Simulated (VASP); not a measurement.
The system is Ta.

```
Ta
1.0
     2.90037    0.00000    0.00000
    -1.45019    2.51180    0.00000
     0.00000    0.00000    5.16627
Ta
2
Direct
  0.33333 0.66667 0.25000
  0.66667 0.33333 0.75000
```

```yaml
Program: VASP 6.6.1
Task: relaxation of cell and atoms
Functional: BLYP
Dispersion: D3(BJ)
Potentials_or_basis: VASP PAW PBE potentials, release 64 (Ta_pv)
Cutoff: 600 eV
k_mesh: 11 × 11 × 5
Occupations: fermi-dirac, width 0.05 eV
Spin: no spin polarisation
```

At the start: pressure -8.1 GPa; volume 18.82 Å³/atom.

Question: Where does the relaxation end?

Answer: Over 4 steps the energy falls by 20.6 meV/atom and the volume is 18.04 Å³/atom (-4.1 %); space group P6_3/mmc (No. 194, to 0.05 Å).

Step by step:
| step | energy change (eV) | largest force (eV/Å) | pressure (GPa) | volume (Å³) |
| --- | --- | --- | --- | --- |
| 1 | 0.0000 | 0.0000 | -8.07 | 37.64 |
| 2 | 0.2050 | 0.0000 | 24.73 | 32.70 |
| 3 | -0.0411 | 0.0000 | -0.35 | 36.15 |
| 4 | -0.0411 | 0.0000 | -0.02 | 36.09 |

Final structure:
```yaml
crystal:
  lattice:
    - [2.85619, 0.00000, 0.00000]
    - [-1.42809, 2.47353, 0.00000]
    - [0.00000, 0.00000, 5.10827]
  atoms:
    - { symbol: Ta, position: [0.33333, 0.66667, 0.25000] }
    - { symbol: Ta, position: [0.66667, 0.33333, 0.75000] }
```

Caveat: the PAW data sets were made with another functional, which shifts forces and pressure a little; pairwise dispersion overbinds metals, which lowers pressure and volume.
